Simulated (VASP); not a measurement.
# SnSe2 (P-3m1) in VASP: notebook

SnSe2 is run at these levels: PBE+D3(BJ); tasks: single point.

Program: VASP 6.6.1. These are calculated values, not measurements. Logs are shortened: lines on timing, memory, paths and dates and some standing lists are left out, and cuts for length are marked.

## 1. The cell of the first run

It takes space group P-3m1 (No. 164, trigonal). Conventional cell: a = 3.696 Å, b = 3.696 Å, c = 6.334 Å, α = 90.00°, β = 90.00°, γ = 120.00°. Within 3.7 Å of Sn (site symmetry -3m) lie 6 Se at 2.72 Å and 6 Sn at 3.70 Å. Se (site symmetry 3m) has 3 Sn at 2.72 Å and 9 Se at 3.66 to 3.70 Å within 3.7 Å.

## 2. Single point, PBE+D3(BJ)

INCAR reads:

```
  PREC = Accurate
  ENCUT = 500
  EDIFF = 1E-6
  ISMEAR = 0
  SIGMA = 0.03
  LREAL = F
  LASPH = T
  NELM = 120
  ALGO = Normal
  ISIF = 2
  LWAVE = F
  LCHARG = T
  GGA = PE
  IVDW = 12
  LELF = T
  LVHAR = T
  NBANDS = 20
  GGA_COMPAT = F
```

KPOINTS reads:

```
Automatic mesh
0
Gamma
  12 12 6
```

POSCAR reads:

```
SnSe2
1.0
    3.6960000000      0.0000000000      0.0000000000
   -1.8480000000      3.2008298924      0.0000000000
    0.0000000000      0.0000000000      6.3344000000
Sn Se
1 2
Direct
    0.0000000000      0.0000000000      0.0000000000
    0.3333333333      0.6666666667      0.2651331237
    0.6666666667      0.3333333333      0.7348668763
```

Potentials or basis: VASP PAW PBE potentials, release 64 (Sn_d, Se).

Started as:

```sh
$ cat potpaw_PBE.64/Sn_d/POTCAR potpaw_PBE.64/Se/POTCAR > POTCAR
$ mpirun -np 1 vasp_std > vasp.out
```

OUTCAR:

```text
PREC = Accurate
   ENCUT = 500
   EDIFF = 1E-6
   ISMEAR = 0
   LREAL = F
   LASPH = T
   NELM = 120
   ISIF = 2
   GGA = PE
   IVDW = 12
 IVDW          = 12

 ion  position               nearest neighbor table
   1  0.000  0.000  0.000-   2 2.72   3 2.72   3 2.72   2 2.72   3 2.72   2 2.72
   2  0.333  0.667  0.265-   1 2.72   1 2.72   1 2.72
   3  0.667  0.333  0.735-   1 2.72   1 2.72   1 2.72

  LATTYP: Found a hexagonal cell.
 ALAT       =     3.6960000000
 C/A-ratio  =     1.7138528139

  Lattice vectors:

 A1 = (   3.6960000000,   0.0000000000,   0.0000000000)
 A2 = (  -1.8480000000,   3.2008298924,   0.0000000000)
 A3 = (   0.0000000000,   0.0000000000,   6.3344000000)

Analysis of symmetry for initial positions (statically):
=====================================================================
 Subroutine PRICEL returns:
 Original cell was already a primitive cell.

 Routine SETGRP: Setting up the symmetry group for a
 hexagonal supercell.

 Subroutine GETGRP returns: Found 12 space group operations
 (whereof 12 operations were pure point group operations)
 out of a pool of 24 trial point group operations.

The static configuration has the point symmetry D_3d.

Analysis of symmetry for dynamics (positions and initial velocities):
=====================================================================
 Subroutine PRICEL returns:
 Original cell was already a primitive cell.

 Routine SETGRP: Setting up the symmetry group for a
 hexagonal supercell.

 Subroutine GETGRP returns: Found 12 space group operations
 (whereof 12 operations were pure point group operations)
 out of a pool of 24 trial point group operations.

The dynamic configuration has the point symmetry D_3d.

 Subroutine INISYM returns: Found 12 space group operations
 (whereof 12 operations are pure point group operations),
 and found     1 'primitive' translations

----------------------------------------------------------------------------------------

                                     Primitive cell

  volume of cell :      74.9376

  direct lattice vectors                    reciprocal lattice vectors
     3.696000000  0.000000000  0.000000000     0.270562771  0.156209488  0.000000000
    -1.848000000  3.200829892  0.000000000     0.000000000  0.312418977  0.000000000
     0.000000000  0.000000000  6.334400000     0.000000000  0.000000000  0.157868149

  length of vectors
     3.696000000  3.696000000  6.334400000     0.312418977  0.312418977  0.157868149

  position of ions in fractional coordinates (direct lattice)
     0.000000000  0.000000000  0.000000000
     0.333333333  0.666666667  0.265133124
     0.666666667  0.333333333  0.734866876

  ion indices of the primitive-cell ions
   primitive index   ion index
                 1           1
                 2           2
                 3           3

----------------------------------------------------------------------------------------

 KPOINTS: Automatic mesh

Automatic generation of k-mesh.
 Grid dimensions read from file:
 generate k-points for:   12   12    6

 Generating k-lattice:

  Cartesian coordinates                     Fractional coordinates (reciprocal lattice)
     0.022546898  0.013017457  0.000000000     0.083333333  0.000000000  0.000000000
     0.000000000  0.026034915  0.000000000     0.000000000  0.083333333  0.000000000
     0.000000000  0.000000000  0.026311358     0.000000000  0.000000000  0.166666667

  Length of vectors
     0.026034915  0.026034915  0.026311358

  Shift w.r.t. Gamma in fractional coordinates (k-lattice)
     0.000000000  0.000000000  0.000000000

 Subroutine IBZKPT returns following result:
 ===========================================

 Found    100 irreducible k-points:

 Following reciprocal coordinates:
            Coordinates               Weight
  0.000000  0.000000  0.000000      1.000000
  0.083333 -0.000000  0.000000      6.000000
  0.166667  0.000000  0.000000      6.000000
  0.250000 -0.000000  0.000000      6.000000
  0.333333 -0.000000  0.000000      6.000000
  0.416667  0.000000  0.000000      6.000000
[... 16 lines left out ...]
  0.166667  0.000000  0.166667      6.000000
  0.000000  0.166667  0.166667      6.000000
 [... further k-points ...]
   k-points           NKPTS =    100   k-points in BZ     NKDIM =    100   number of bands    NBANDS=     20
   number of dos      NEDOS =    301   number of ions     NIONS =      3
   total plane-waves  NPLWV =  37632
   dimension x,y,z NGX =    28 NGY =   28 NGZ =   48
   dimension x,y,z NGXF=    56 NGYF=   56 NGZF=   96
   ions per type =               1   2
   NGX,Y,Z   is equivalent  to a cutoff of  12.59, 12.59, 12.60 a.u.
   NGXF,Y,Z  is equivalent  to a cutoff of  25.19, 25.19, 25.20 a.u.
 SYSTEM =  unknown system
   PREC   = accura    normal or accurate (medium, high low for compatibility)
   ISTART =      0    job   : 0-new  1-cont  2-samecut
   ICHARG =      2    charge: 1-file 2-atom 10-const
   ISPIN  =      1    spin polarized calculation?
   LNONCOLLINEAR =      F non collinear calculations
   LSORBIT =      F    spin-orbit coupling
   LASPH  =      T    aspherical Exc in radial PAW
   ENCUT  =  500.0 eV  36.75 Ry    6.06 a.u.   6.74  6.74 11.55*2*pi/ulx,y,z
   NELM   =    120;   NELMIN=  2; NELMDL= -5     # of ELM steps
   EDIFF  = 0.1E-05   stopping-criterion for ELM
   LREAL  =      F    real-space projection
   EDIFFG = 0.1E-04   stopping-criterion for IOM
   NSW    =      0    number of steps for IOM
   IBRION =     -1    ionic relax: 0-MD 1-quasi-New 2-CG
   NFREE  =      0    steps in history (QN), initial steepest desc. (CG)
   ISIF   =      2    stress and relaxation
   ISYM   =      2    0-nonsym 1-usesym 2-fastsym
   POTIM  = 0.5000    time-step for ionic-motion
   TEBEG  =    0.0;   TEEND  =   0.0 temperature during run
   PSTRESS=    0.0 pullay stress
   NELECT =      26.0000    total number of electrons
   NUPDOWN=      -1.0000    fix difference up-down
   EMIN   =  10.00;   EMAX   =-10.00  energy-range for DOS
   EFERMI =   0.00;   METHOD = LEGACY
   ISMEAR =     0;   SIGMA  =   0.03  broadening in eV -4-tet -1-fermi 0-gaus
   EFERMI_NEDOS =   21; number of points for ismear=-14 and -15
   IALGO  =     38    algorithm
   IMIX   =      4    mixing-type and parameters
     AMIX     =   0.40;   BMIX     =  1.00
     AMIX_MAG =   1.60;   BMIX_MAG =  1.00
  volume/ion in A,a.u.               =      24.98       168.57
  Fermi-wavevector in a.u.,A,eV,Ry     =   1.150357  2.173859 18.004875  1.323321
  Thomas-Fermi vector in A             =   2.287021
   LORBIT       =      0    0 simple, 1 ext, 2 COOP (PROOUT), +10 PAW based schemes
   GGA     = PE    functional components
   LHFCALC =     F    Hartree Fock is set to
   AEXX    =    0.0000 exact exchange contribution
   IVDW    =    12    specifies the selected vdW correction
   LEPSILON=     F    determine dielectric tensor
   LRPA    =     F    only Hartree local field effects (RPA)
 non-spin polarized calculation
 Gauss-broadening in eV      SIGMA  =   0.03
  energy-cutoff  :      500.00
  volume of cell :       74.94
 maximum number of plane-waves:      1920
 NGX is ok and might be reduce to    28
   NGX = 13   NGY = 13   NGZ = 23

 number of electron      26.0000007 magnetization

 Free energy of the ion-electron system (eV)
  ---------------------------------------------------
  ext. energy  EPLUGINS =         0.00000000
  ---------------------------------------------------
  free energy    TOTEN  =       -11.67986536 eV

  energy without entropy =      -11.67986535  energy(sigma->0) =      -11.67986535

 E-fermi :   4.8585     XC(G=0):  -9.6717

 val. band max:        4.7596375361   @ k =   0.0833  -0.0000   0.1667
 cond. band min:       4.9533172067   @ k =   0.5000  -0.0000   0.5000
 fundamental gap:      0.1936796706
 Fermi energy:         4.8584555514

 k-point     1 :       0.0000    0.0000    0.0000
  band No.  band energies     occupation
      1     -16.7562      2.00000
      2     -16.7562      2.00000
      3     -16.6997      2.00000
      4     -16.6862      2.00000
      5     -16.6862      2.00000
      6      -9.4511      2.00000
[... 12 lines left out ...]
     19      13.8560      0.00000
     20      13.8560      0.00000

 k-point     2 :       0.0833   -0.0000    0.0000
  band No.  band energies     occupation
      1     -16.7586      2.00000
      2     -16.7521      2.00000
      3     -16.6972      2.00000
      4     -16.6895      2.00000
      5     -16.6866      2.00000
      6      -9.3768      2.00000
[... 12 lines left out ...]
     19      12.9878      0.00000
     20      13.9421      0.00000

 k-point     3 :       0.1667    0.0000    0.0000
  band No.  band energies     occupation
      1     -16.7662      2.00000
      2     -16.7413      2.00000
      3     -16.6984      2.00000
      4     -16.6893      2.00000
      5     -16.6872      2.00000
      6      -9.1589      2.00000
[... 12 lines left out ...]
     19      12.8508      0.00000
     20      13.8794      0.00000

 k-point     4 :       0.2500   -0.0000    0.0000
  band No.  band energies     occupation
      1     -16.7784      2.00000
      2     -16.7278      2.00000
      3     -16.7086      2.00000
      4     -16.6866      2.00000
      5     -16.6785      2.00000
      6      -8.8146      2.00000
[... 12 lines left out ...]
     19      13.2846      0.00000
     20      14.0545      0.00000

 k-point     5 :       0.3333   -0.0000    0.0000
  band No.  band energies     occupation
      1     -16.7922      2.00000
      2     -16.7178      2.00000
      3     -16.7176      2.00000
      4     -16.6825      2.00000
      5     -16.6674      2.00000
      6      -8.3837      2.00000
[... 12 lines left out ...]
     19      13.8037      0.00000
     20      14.5241      0.00000
[... 353 lines left out ...]
      6      -9.3304      2.00000
[... 12 lines left out ...]
     19      12.8141      0.00000
     20      13.9734      0.00000

 k-point    22 :       0.0000    0.0833    0.1667
  band No.  band energies     occupation
      1     -16.7586      2.00000
      2     -16.7521      2.00000
      3     -16.6971      2.00000
      4     -16.6895      2.00000
      5     -16.6866      2.00000
      6      -9.3304      2.00000
[... 12 lines left out ...]
     19      12.8795      0.00000
     20      13.6493      0.00000

 k-point    23 :       0.1667    0.0000    0.1667
  band No.  band energies     occupation
      1     -16.7662      2.00000
      2     -16.7413      2.00000
      3     -16.6983      2.00000
      4     -16.6893      2.00000
      5     -16.6872      2.00000
      6      -9.1135      2.00000
[... 12 lines left out ...]
     19      13.1677      0.00000
     20      13.3887      0.00000

 k-point    24 :       0.0000    0.1667    0.1667
  band No.  band energies     occupation
      1     -16.7662      2.00000
      2     -16.7413      2.00000
      3     -16.6984      2.00000
      4     -16.6892      2.00000
      5     -16.6872      2.00000
      6      -9.1130      2.00000
[... 12 lines left out ...]
     19      12.6035      0.00000
     20      13.8737      0.00000

 [... further k-points ...]

------------------------ aborting loop because EDIFF is reached ----------------------------------------

 Edisp (eV)   -1.11740

 E8    (eV) :    -0.4886

  FORCE on cell =-STRESS in cart. coord.  units (eV):
  Direction    XX          YY          ZZ          XY          YZ          ZX
  --------------------------------------------------------------------------------------
  -------------------------------------------------------------------------------------
  Total       1.87676     1.87676    -1.34986     0.00000     0.00000     0.00000
  in kB      40.12530    40.12530   -28.86025     0.00000     0.00000     0.00000
  external pressure =       17.13 kB  Pullay stress =        0.00 kB

 VOLUME and BASIS-vectors are now :
 -----------------------------------------------------------------------------
  energy-cutoff  :      500.00
  volume of cell :       74.94
      direct lattice vectors                 reciprocal lattice vectors
     3.696000000  0.000000000  0.000000000     0.270562771  0.156209488  0.000000000
    -1.848000000  3.200829892  0.000000000     0.000000000  0.312418977  0.000000000
     0.000000000  0.000000000  6.334400000     0.000000000  0.000000000  0.157868149

 POSITION                                       TOTAL-FORCE (eV/Angst)
 -----------------------------------------------------------------------------------
      0.00000      0.00000      0.00000         0.000000      0.000000     -0.000000
     -0.00000      2.13389      1.67946        -0.000000     -0.000000     -0.353122
      1.84800      1.06694      4.65494        -0.000000      0.000000      0.353122
 -----------------------------------------------------------------------------------
    total drift:                               -0.000000      0.000000      0.000000

  FREE ENERGIE OF THE ION-ELECTRON SYSTEM (eV)
  ---------------------------------------------------
  free  energy   TOTEN  =       -12.7972689978 eV

  energy  without entropy=      -12.7972689922  energy(sigma->0) =      -12.79726899
```

Run time: 2.3 min. Hardware: 1 thread of Intel Xeon 8259CL, shared host; peak memory 0.29 GiB.

What came out:

| Quantity | Value |
| --- | --- |
| Free energy | -12.7973 eV |
| Pressure | 1.7 GPa |
| Largest force | 0.353 eV/Å |
| Band gap on the k mesh | 0.19 eV (least direct gap 0.94 eV) |
| Dispersion energy per atom | -0.372 eV |

Forces in eV/Å, atoms in the order of the input:
```
Sn   0.000  0.000  0.000
Se   0.000  0.000 -0.353
Se   0.000  0.000  0.353
```

Caveat: spin-orbit coupling is left out, which moves the levels of the heavy elements.

## 3. Single point, PBE+D3(BJ)

This run uses another cell than the first one, of 25.63 Å³/atom.

INCAR reads:

```
SYSTEM = SnSe2
ALGO = Normal
EDIFF = 1E-6
ENCUT = 500
GGA = PE
GGA_COMPAT = .False.
ISIF = 2
ISMEAR = 0
IVDW = 12
LASPH = .True.
LCHARG = .False.
LREAL = .False.
LWAVE = .False.
NBANDS = 20
NELM = 120
PREC = Accurate
SIGMA = 0.03
```

KPOINTS reads:

```
k-points
0
Gamma
  12 12 6
  0 0 0
```

POSCAR reads:

```
SnSe2
1.0
    3.7440000000      0.0000000000      0.0000000000
   -1.8720000000      3.2423991118      0.0000000000
    0.0000000000      0.0000000000      6.3344000000
Sn Se
1 2
Direct
    0.0000000000      0.0000000000      0.0000000000
    0.3333333333      0.6666666667      0.2651331237
    0.6666666667      0.3333333333      0.7348668763
```

Potentials or basis: VASP PAW PBE potentials, release 64 (Sn_d, Se).

Started as:

```sh
$ cat potpaw_PBE.64/Sn_d/POTCAR potpaw_PBE.64/Se/POTCAR > POTCAR
$ mpirun -np 1 vasp_std > vasp.out
```

Wall time 2.6 min (1 thread of Intel Xeon 8259CL, shared host); peak memory 0.29 GiB.

Results (log left out):

```yaml
Free_energy: -12.8324 eV
Pressure: -0.1 GPa
Largest_force: 0.473 eV/Å
Band_gap_on_the_k_mesh: 0.25 eV (least direct gap 0.93 eV)
Dispersion_energy_per_atom: -0.363 eV
```

Forces in eV/Å, atoms in the order of the input:
```
Sn   0.000  0.000  0.000
Se   0.000  0.000 -0.473
Se   0.000  0.000  0.473
```

Stress tensor (GPa, compression positive):
```
 1.77  0.00  0.00
 0.00  1.77  0.00
 0.00  0.00 -3.85
```

Levels at points of the mesh, in eV from the valence-band top:
| k point | band 10 | band 11 | band 12 | band 13 | band 14 | band 15 | band 16 | band 17 |
| --- | --- | --- | --- | --- | --- | --- | --- | --- |
| (0.00, 0.00, 0.00) | -0.42 | -0.42 | -0.23 | -0.23 | 0.88 | 3.35 | 4.72 | 4.72 |
| (0.50, 0.00, 0.00) | -3.38 | -2.35 | -1.83 | -0.36 | 1.04 | 3.49 | 4.87 | 4.91 |
| (0.00, 0.00, 0.50) | -0.56 | -0.56 | -0.04 | -0.04 | 2.64 | 3.17 | 4.46 | 4.46 |
| (0.50, 0.00, 0.50) | -2.38 | -2.12 | -1.17 | -0.83 | 0.26 | 3.44 | 4.45 | 5.39 |

Caveat: spin-orbit coupling is left out, which moves the levels of the heavy elements. A k mesh can miss the band edges.
